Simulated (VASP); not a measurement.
# Si5Ni in VASP: further runs

The runs below take Si5Ni through single point, with PBE.

All numbers are computed with VASP 6.6.1; they aren't measurements. Logs are shortened: lines on timing, memory, paths and dates and some standing lists are left out, and cuts for length are marked.

### 1 The cell of the first run

The cell holds a disordered packing, 24 atoms: a = 7.319 Å, b = 7.338 Å, c = 7.282 Å, α = 92.02°, β = 95.19°, γ = 84.15°.

### 2 Single point, PBE

File INCAR:

```
  PREC = Accurate
  ENCUT = 520
  EDIFF = 1E-6
  ISMEAR = 0
  SIGMA = 0.1
  LREAL = Auto
  LASPH = True
  NELM = 80
  ALGO = Normal
  ISIF = 2
  LWAVE = False
  LCHARG = False
  GGA = PE
  NBANDS = 78
  ISYM = 0
```

File KPOINTS:

```
Automatic mesh
0
Gamma
  2 2 2
  0.5 0.5 0.5
```

File POSCAR:

```
Si5Ni
1.0
    7.3023832451      0.3670364949     -0.3235197004
    0.3754886516      7.3274476481     -0.1182197976
   -0.3314551037     -0.1224798949      7.2735573318
Si Ni
20 4
Direct
    0.7047205875      0.3927254950      0.8132534067
    0.3262842885      0.3466873306      0.8792403807
    0.7814693010      0.7214302819      0.3572107837
    0.4144691713      0.5735692645      0.1336514686
    0.7317637187      0.4713676175      0.1374103122
    0.9346785179      0.1494545189      0.4561254139
    0.9913305532      0.7453679194      0.1287396159
    0.4405169439      0.1219173715      0.5729335718
    0.7720698340      0.8236591911      0.8614148598
    0.7422732303      0.1497997914      0.1662017535
    0.8876403202      0.1006159503      0.7674949456
    0.0709110905      0.1139105618      0.0772288945
    0.1524456075      0.7650634309      0.6831088754
    0.1797894694      0.3548164014      0.5309030396
    0.4457173334      0.8152917047      0.8913221678
    0.5388816192      0.9617924854      0.3069386795
    0.1988052103      0.9456034227      0.4281896529
    0.4377548497      0.5612787569      0.6616061759
    0.8885849160      0.5933240434      0.6512515256
    0.1237100652      0.4265416211      0.1554367508
    0.2500616537      0.6154098159      0.3911430472
    0.5785812153      0.1082474202      0.8631569651
    0.2767384105      0.8667360839      0.1440032624
    0.2271063929      0.0524449311      0.8061432196
```

Potentials or basis: VASP PAW PBE potentials, release 64 (Si, Ni).

The run is started by

```sh
cat potpaw_PBE.64/Si/POTCAR potpaw_PBE.64/Ni/POTCAR > POTCAR
mpirun -np 1 vasp_std > vasp.out
```

OUTCAR:

```text
PREC = Accurate
   ENCUT = 520
   EDIFF = 1E-6
   ISMEAR = 0
   LREAL = Auto
   LASPH = True
   NELM = 80
   ISIF = 2
   GGA = PE
   ISYM = 0

 ion  position               nearest neighbor table
   1  0.705  0.393  0.813-  18 2.40   5 2.41  22 2.42  11 2.44  19 2.49   2 2.91
   2  0.326  0.347  0.879-  24 2.37  22 2.42  18 2.52   4 2.53  20 2.62  14 2.66   8 2.86   1 2.91
                            12 3.13
   3  0.781  0.721  0.357-  16 2.38   7 2.39  19 2.40   5 2.43
   4  0.414  0.574  0.134-  23 2.28  21 2.31   5 2.36  20 2.50   2 2.53  15 2.59
   5  0.732  0.471  0.137-   4 2.36  10 2.37   1 2.41   3 2.43  20 2.85   7 2.91
   6  0.935  0.149  0.456-  17 2.34  11 2.37  10 2.43  14 2.47  12 3.01
   7  0.991  0.745  0.129-  23 2.34   3 2.39  20 2.45   9 2.45  21 2.69  12 2.87   5 2.91  17 2.97

   8  0.441  0.122  0.573-  22 2.26  16 2.36  14 2.43  17 2.44  24 2.51   2 2.86
   9  0.772  0.824  0.861-  19 2.38  22 2.40  11 2.42  15 2.43   7 2.45
  10  0.742  0.150  0.166-   5 2.37   6 2.43  22 2.44  16 2.44  12 2.53
  11  0.888  0.101  0.767-   6 2.37  22 2.42   9 2.42   1 2.44  24 2.47  12 2.52  13 3.06
  12  0.071  0.114  0.077-  23 2.27  24 2.38  20 2.41  11 2.52  10 2.53   7 2.87  17 2.91   6 3.01
                             2 3.13
  13  0.152  0.765  0.683-  24 2.36  17 2.39  19 2.40  18 2.46  21 2.49  15 2.56  11 3.06
  14  0.180  0.355  0.531-  21 2.32   8 2.43   6 2.47  18 2.63   2 2.66  20 2.79  19 2.80  24 3.02
                            17 3.06
  15  0.446  0.815  0.891-  24 2.30  23 2.31   9 2.43  18 2.46  22 2.47  13 2.56   4 2.59
  16  0.539  0.962  0.307-  23 2.32   8 2.36   3 2.38  10 2.44  17 2.73
  17  0.199  0.946  0.428-  23 2.24   6 2.34  13 2.39  21 2.42   8 2.44  16 2.73  24 2.83  12 2.91
                             7 2.97  14 3.06
  18  0.438  0.561  0.662-  21 2.32   1 2.40  13 2.46  15 2.46   2 2.52  14 2.63
  19  0.889  0.593  0.651-   9 2.38  13 2.40   3 2.40   1 2.49  14 2.80
  20  0.124  0.427  0.155-  21 2.35  12 2.41   7 2.45   4 2.50   2 2.62  14 2.79   5 2.85
  21  0.250  0.615  0.391-   4 2.31  18 2.32  14 2.32  20 2.35  17 2.42  13 2.49  23 2.65   7 2.69

  22  0.579  0.108  0.863-   8 2.26   9 2.40   1 2.42   2 2.42  11 2.42  10 2.44  15 2.47  24 2.64

  23  0.277  0.867  0.144-  17 2.24  12 2.27   4 2.28  15 2.31  16 2.32   7 2.34  21 2.65  24 2.83

  24  0.227  0.052  0.806-  15 2.30  13 2.36   2 2.37  12 2.38  11 2.47   8 2.51  22 2.64  17 2.83
                            23 2.83  14 3.02

IMPORTANT INFORMATION: All symmetrisations will be switched off!
NOSYMM: (Re-)initialisation of all symmetry stuff for point group C_1.

----------------------------------------------------------------------------------------

                                     Primitive cell

  volume of cell :     387.3276

  direct lattice vectors                    reciprocal lattice vectors
     7.302383245  0.367036495 -0.323519700     0.137563463 -0.006950069  0.006151717
     0.375488652  7.327447648 -0.118219798    -0.006790211  0.136853315  0.001995053
    -0.331455104 -0.122479895  7.273557332     0.006008305  0.001915196  0.137790356

  length of vectors
     7.318755485  7.338014492  7.282135681     0.137876225  0.137036189  0.137934586

  position of ions in fractional coordinates (direct lattice)
     0.704720587  0.392725495  0.813253407
     0.326284288  0.346687331  0.879240381
     0.781469301  0.721430282  0.357210784
     0.414469171  0.573569265  0.133651469
     0.731763719  0.471367618  0.137410312
     0.934678518  0.149454519  0.456125414
[... 16 lines left out ...]
     0.276738411  0.866736084  0.144003262
     0.227106393  0.052444931  0.806143220

  ion indices of the primitive-cell ions
   primitive index   ion index
                 1           1
                 2           2
                 3           3
                 4           4
                 5           5
                 6           6
[... 16 lines left out ...]
                23          23
                24          24

----------------------------------------------------------------------------------------

 KPOINTS: Automatic mesh

Automatic generation of k-mesh.
 Grid dimensions read from file:
 generate k-points for:    2    2    2

 Generating k-lattice:

  Cartesian coordinates                     Fractional coordinates (reciprocal lattice)
     0.068781732 -0.003475034  0.003075859     0.500000000 -0.000000000  0.000000000
    -0.003395105  0.068426658  0.000997526     0.000000000  0.500000000  0.000000000
     0.003004153  0.000957598  0.068895178    -0.000000000 -0.000000000  0.500000000

  Length of vectors
     0.068938113  0.068518094  0.068967293

  Shift w.r.t. Gamma in fractional coordinates (k-lattice)
     0.500000000  0.500000000  0.500000000

 Subroutine IBZKPT returns following result:
 ===========================================

 Found      4 irreducible k-points:

 Following reciprocal coordinates:
            Coordinates               Weight
  0.250000  0.250000  0.250000      2.000000
 -0.250000  0.250000  0.250000      2.000000
  0.250000 -0.250000  0.250000      2.000000
 -0.250000 -0.250000  0.250000      2.000000
   k-points           NKPTS =      4   k-points in BZ     NKDIM =      4   number of bands    NBANDS=     78
   number of dos      NEDOS =    301   number of ions     NIONS =     24
   total plane-waves  NPLWV = 163296
   dimension x,y,z NGX =    54 NGY =   56 NGZ =   54
   dimension x,y,z NGXF=   108 NGYF=  112 NGZF=  108
   ions per type =              20   4
   NGX,Y,Z   is equivalent  to a cutoff of  12.27, 12.69, 12.33 a.u.
   NGXF,Y,Z  is equivalent  to a cutoff of  24.53, 25.37, 24.66 a.u.
 SYSTEM =  unknown system
   PREC   = accura    normal or accurate (medium, high low for compatibility)
   ISTART =      0    job   : 0-new  1-cont  2-samecut
   ICHARG =      2    charge: 1-file 2-atom 10-const
   ISPIN  =      1    spin polarized calculation?
   LNONCOLLINEAR =      F non collinear calculations
   LSORBIT =      F    spin-orbit coupling
   LASPH  =      T    aspherical Exc in radial PAW
   ENCUT  =  520.0 eV  38.22 Ry    6.18 a.u.  13.61 13.64 13.54*2*pi/ulx,y,z
   NELM   =     80;   NELMIN=  2; NELMDL= -5     # of ELM steps
   EDIFF  = 0.1E-05   stopping-criterion for ELM
   LREAL  =      T    real-space projection
   EDIFFG = 0.1E-04   stopping-criterion for IOM
   NSW    =      0    number of steps for IOM
   IBRION =     -1    ionic relax: 0-MD 1-quasi-New 2-CG
   NFREE  =      0    steps in history (QN), initial steepest desc. (CG)
   ISIF   =      2    stress and relaxation
   ISYM   =      0    0-nonsym 1-usesym 2-fastsym
   POTIM  = 0.5000    time-step for ionic-motion
   TEBEG  =    0.0;   TEEND  =   0.0 temperature during run
   PSTRESS=    0.0 pullay stress
   NELECT =     120.0000    total number of electrons
   NUPDOWN=      -1.0000    fix difference up-down
   EMIN   =  10.00;   EMAX   =-10.00  energy-range for DOS
   EFERMI =   0.00;   METHOD = LEGACY
   ISMEAR =     0;   SIGMA  =   0.10  broadening in eV -4-tet -1-fermi 0-gaus
   EFERMI_NEDOS =   21; number of points for ismear=-14 and -15
   IALGO  =     38    algorithm
   IMIX   =      4    mixing-type and parameters
     AMIX     =   0.40;   BMIX     =  1.00
     AMIX_MAG =   1.60;   BMIX_MAG =  1.00
  volume/ion in A,a.u.               =      16.14       108.91
  Fermi-wavevector in a.u.,A,eV,Ry     =   1.107752  2.093347 16.695897  1.227114
  Thomas-Fermi vector in A             =   2.244270
   LORBIT       =      0    0 simple, 1 ext, 2 COOP (PROOUT), +10 PAW based schemes
   GGA     = PE    functional components
   LHFCALC =     F    Hartree Fock is set to
   AEXX    =    0.0000 exact exchange contribution
   IVDW    =     0    specifies the selected vdW correction
   LEPSILON=     F    determine dielectric tensor
   LRPA    =     F    only Hartree local field effects (RPA)
 non-spin polarized calculation
 Gauss-broadening in eV      SIGMA  =   0.10
  energy-cutoff  :      520.00
  volume of cell :      387.33
 maximum number of plane-waves:     10436
 NGX is ok and might be reduce to    54
   NGX = 27   NGY = 27   NGZ = 27

 number of electron     120.0000010 magnetization

 Free energy of the ion-electron system (eV)
  ---------------------------------------------------
  ext. energy  EPLUGINS =         0.00000000
  ---------------------------------------------------
  free energy    TOTEN  =      -127.75325745 eV

  energy without entropy =     -127.71649701  energy(sigma->0) =     -127.73487723

 E-fermi :   7.8998     XC(G=0): -10.5463

 val. band max:        7.8820942431   @ k =   0.2500   0.2500   0.2500
 cond. band min:       7.9281471828   @ k =  -0.2500   0.2500   0.2500
 fundamental gap:      0.0460529397
 Fermi energy:         7.8997976020

 k-point     1 :       0.2500    0.2500    0.2500
  band No.  band energies     occupation
      1      -4.6449      2.00000
      2      -3.8624      2.00000
      3      -3.3506      2.00000
      4      -2.9560      2.00000
      5      -2.6084      2.00000
      6      -2.0278      2.00000
[... 64 lines left out ...]
     71      10.0618      0.00000
     72      10.4602      0.00000

 k-point     2 :      -0.2500    0.2500    0.2500
  band No.  band energies     occupation
      1      -4.6613      2.00000
      2      -3.6979      2.00000
      3      -3.4592      2.00000
      4      -3.1720      2.00000
      5      -2.3112      2.00000
      6      -2.0912      2.00000
[... 64 lines left out ...]
     71      10.0507      0.00000
     72      10.1854      0.00000

 k-point     3 :       0.2500   -0.2500    0.2500
  band No.  band energies     occupation
      1      -4.6107      2.00000
      2      -3.9147      2.00000
      3      -3.3717      2.00000
      4      -2.9899      2.00000
      5      -2.5292      2.00000
      6      -2.1405      2.00000
[... 64 lines left out ...]
     71      10.0474      0.00000
     72      10.1906      0.00000

 k-point     4 :      -0.2500   -0.2500    0.2500
  band No.  band energies     occupation
      1      -4.7420      2.00000
      2      -3.5219      2.00000
      3      -3.3654      2.00000
      4      -3.0416      2.00000
      5      -2.4203      2.00000
      6      -2.2276      2.00000
[... 64 lines left out ...]
     71      10.2925      0.00000
     72      10.4698      0.00000
 [bands above 72 left out]

------------------------ aborting loop because EDIFF is reached ----------------------------------------

  FORCE on cell =-STRESS in cart. coord.  units (eV):
  Direction    XX          YY          ZZ          XY          YZ          ZX
  --------------------------------------------------------------------------------------
  -------------------------------------------------------------------------------------
  Total        0.2858491      0.0952906     -0.1088276      0.1911460      0.0970258     -0.0977553
  in kB        1.1824121      0.3941686     -0.4501645      0.7906737      0.4013463     -0.4043637
  external PRESSURE =       0.3754721 kB  Pullay stress =       0.0000000 kB

 VOLUME and BASIS-vectors are now :
 -----------------------------------------------------------------------------
  energy-cutoff  :      520.00
  volume of cell :      387.33
      direct lattice vectors                 reciprocal lattice vectors
     7.302383245  0.367036495 -0.323519700     0.137563463 -0.006950069  0.006151717
     0.375488652  7.327447648 -0.118219798    -0.006790211  0.136853315  0.001995053
    -0.331455104 -0.122479895  7.273557332     0.006008305  0.001915196  0.137790356

 POSITION                                       TOTAL-FORCE (eV/Angst)
 -----------------------------------------------------------------------------------
      5.02405      3.03673      5.64083         0.019774      0.005502     -0.001735
      2.22140      2.55240      6.24866        -0.012179      0.007550     -0.014941
      5.85908      5.52932      2.26009         0.012573     -0.013935      0.019952
      3.19768      4.33855      0.77023         0.031448      0.014844     -0.021315
      5.47507      3.70568      0.70700        -0.022062     -0.009774     -0.015802
      6.73031      1.38232      2.99760        -0.016650      0.008475      0.009245
[... 16 lines left out ...]
      2.29857      6.43490      0.85542        -0.005311      0.020283     -0.011416
      1.41091      0.36891      5.78386         0.006176     -0.004566      0.002814
 -----------------------------------------------------------------------------------
    total drift:                                0.000634     -0.005001     -0.001774

  FREE ENERGIE OF THE ION-ELECTRON SYSTEM (eV)
  ---------------------------------------------------
  free  energy   TOTEN  =      -127.7532574480 eV

  energy  without entropy=     -127.7164970112  energy(sigma->0) =     -127.73487723
```

Wall time 2.6 min (1 thread of Intel Xeon 6975P-C (Granite Rapids), shared host); peak memory 0.42 GiB.

What came out:

| Quantity | Value |
| --- | --- |
| Free energy | -127.7533 eV |
| Pressure | 0.0 GPa |
| Largest force | 0.044 eV/Å |
| Band gap on the k mesh | 0.05 eV (least direct gap 0.17 eV) |

Forces on the atoms (eV/Å):
```
Si   0.020  0.006 -0.002
Si  -0.012  0.008 -0.015
Si   0.013 -0.014  0.020
Si   0.031  0.015 -0.021
Si  -0.022 -0.010 -0.016
Si  -0.017  0.008  0.009
Si  -0.015 -0.018  0.015
Si   0.010 -0.004  0.008
Si   0.031  0.013 -0.006
Si   0.021  0.022  0.024
Si  -0.009 -0.005 -0.007
Si  -0.004  0.010 -0.008
Si  -0.029 -0.033 -0.006
Si   0.011 -0.022 -0.003
Si   0.012 -0.011  0.007
Si   0.016 -0.008 -0.003
Si  -0.015  0.030  0.007
Si  -0.001  0.003  0.002
Si  -0.036  0.014 -0.011
Si   0.004 -0.002 -0.003
Ni  -0.001 -0.006 -0.001
Ni  -0.009 -0.012  0.019
Ni  -0.005  0.020 -0.011
Ni   0.006 -0.005  0.003
```

Stress tensor (GPa, compression positive):
```
 0.12  0.08 -0.04
 0.08  0.04  0.04
-0.04  0.04 -0.05
```

Caveat: the atoms stand as in a frame of molecular dynamics.

(Part 1 of 3 ends here.)
